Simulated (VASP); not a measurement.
O: single point with LDA

O:

```
O
1.0
     7.21765    0.00000    0.00000
     0.00000    7.21765    0.00000
     0.00000    0.00000    7.21765
O
20
Direct
  0.52584 0.52693 0.52068
  0.58052 0.43783 0.39273
  0.74807 0.70070 0.78067
  0.75839 0.55226 0.85792
  0.42048 0.45972 0.05432
  0.32185 0.42148 0.93034
  0.37746 0.99061 0.54597
  0.41286 0.04129 0.39758
  0.83856 0.08368 0.26686
  0.75404 0.95198 0.20683
  0.99670 0.84836 0.54719
  0.04799 0.86797 0.70368
  0.76353 0.16878 0.88372
  0.73423 0.07579 0.75026
  0.14395 0.33117 0.45822
  0.13942 0.41669 0.59615
  0.41328 0.88746 0.93607
  0.37777 0.04634 0.92726
  0.91357 0.58982 0.22176
  0.06684 0.65643 0.21353
```

```json
{
  "Program": "VASP 6.6.1",
  "Task": "single point",
  "Functional": "LDA",
  "Potentials or basis": "VASP PAW LDA potentials, release 64 (O_h)",
  "Cutoff": "1000 eV",
  "k mesh": "1 × 1 × 1",
  "Occupations": "fermi-dirac, width 0.05 eV",
  "Spin": "collinear spin, ferromagnetic start",
  "Starting moments": "[0.54, 0.55, 0.54, 0.54, 0.55, 0.54, 0.54, 0.55, 0.54, 0.54, 0.54, 0.54, 0.55, 0.54, 0.54, 0.54, 0.55, 0.54, 0.54, 0.55] μB"
}
```

```json
{
 "Pressure": "2.4 GPa",
 "Largest force": "4.165 eV/Å",
 "Net moment": "20.00 μB per cell",
 "Site moments": "O +0.61, +0.62 (each value once) μB",
 "Valence electrons inside the program's atomic spheres": "O 3.31, 3.30, 3.33, 3.34 (each value once)"
}
```

Forces in eV/Å, atoms in the order of the input:
```
O   -0.409  0.597  0.806
O    0.435 -0.630 -0.815
O   -0.206 -0.371  0.315
O    0.000  0.226 -0.203
O    1.505  0.595  1.936
O   -1.529 -0.532 -1.945
O   -0.891 -1.284  3.731
O    0.932  1.281 -3.852
O   -0.178 -0.176 -0.105
O    0.170  0.213  0.126
O   -0.111 -0.057 -0.585
O    0.415  0.121  0.560
O    0.239  0.565  0.878
O   -0.261 -0.426 -0.949
O    0.093 -1.569 -2.488
O   -0.178  1.581  2.491
O    0.509 -2.456  0.180
O   -0.564  2.372 -0.060
O    0.119  0.001  0.041
O   -0.089 -0.053 -0.060
```

Stress tensor (GPa, compression positive):
```
0.83 0.04 0.04
0.04 1.96 0.67
0.04 0.67 4.48
```

Levels at points of the mesh, in eV from the Fermi level:
Spin up:
```tsv
k point	band 66	band 67	band 68	band 69	band 70	band 71	band 72	band 73	band 74	band 75
(0.00, 0.00, 0.00)	-0.69	-0.66	-0.57	-0.53	-0.46	5.33	6.50	6.78	6.92	7.20
```
Spin down:
```csv
k point,band 46,band 47,band 48,band 49,band 50,band 51,band 52,band 53,band 54,band 55
"(0.00, 0.00, 0.00)",-5.98,-5.96,-5.86,-5.80,-5.72,0.45,0.60,0.67,0.69,0.72
```

It took 6.1 min on 1 thread of AMD EPYC 7R43 64-Core Processor (Zen 3), with other jobs on the host, peak memory 0.77 GiB.

Caveat: the k points lie up to 0.87 Å⁻¹ apart, too coarse for converged energies, forces and pressures.
